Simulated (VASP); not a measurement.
**TiSi: single point with PBEsol**

TiSi:

```xyz
2
Lattice="1.8434 -2.1494 0.0000 1.8434 2.1494 0.0000 0.0000 0.0000 3.9181" Properties=species:S:1:pos:R:3 pbc="T T T"
Ti    1.8434    0.0000    0.0000
Si    0.0000    0.0000    1.9590
```

This cell differs from its parent crystal: strain +0.015 along x and y, +0.030 along z.

```
Program                : VASP 6.6.1
Task                   : single point
Functional             : PBEsol
Potentials or basis    : VASP PAW PBE potentials, release 64 (Ti_sv, Si)
Cutoff                 : 520 eV
k mesh                 : 18 × 18 × 12
Occupations            : gaussian, width 0.15 eV
Spin                   : no spin polarisation
Dipole correction      : no
Further INCAR settings : ALGO = Normal; EDIFF = 1e-06; NBANDS = 15
```

```json
{"Pressure": "-11.2 GPa", "Band gap on the k mesh": "zero (bands 8 and 9 overlap by 1.42 eV)"}
```

Stress tensor (GPa, compression positive):
```
-10.83   0.00   0.00
  0.00  -9.87   0.00
  0.00   0.00 -12.87
```

Levels at points of the mesh, in eV from the Fermi level:
```csv
k point,band 4,band 5,band 6,band 7,band 8,band 9,band 10,band 11,band 12,band 13
"(0.00, 0.00, 0.00)",-32.61,-11.38,-2.31,-1.81,-1.02,1.58,2.18,2.73,4.97,5.68
"(0.50, 0.00, 0.00)",-32.63,-7.49,-6.05,-2.75,-0.78,1.58,2.18,3.95,4.52,4.93
"(0.50, 0.50, 0.00)",-32.99,-5.59,-3.58,-1.44,-1.13,-0.80,-0.27,2.41,2.93,3.92
"(0.00, 0.00, 0.50)",-32.61,-10.17,-6.31,-0.77,0.43,0.64,1.62,2.80,7.00,7.57
"(0.50, 0.00, 0.50)",-32.63,-7.70,-4.65,-2.55,-1.66,1.22,1.72,1.77,2.89,5.47
"(0.50, 0.50, 0.50)",-33.01,-4.55,-3.55,-3.28,-3.12,1.92,2.46,2.64,3.68,3.93
```

Run time: 3.1 min on 1 thread of Intel(R) Xeon(R) Platinum 8259CL CPU @ 2.50GHz (Skylake/Cascade Lake), on a shared host, peak memory 0.39 GiB.

Caveat: the cell differs from its parent crystal (strain +0.015 along x and y, +0.030 along z); the cell stands under tension; the PAW data sets were made with another functional, which shifts forces and pressure a little.
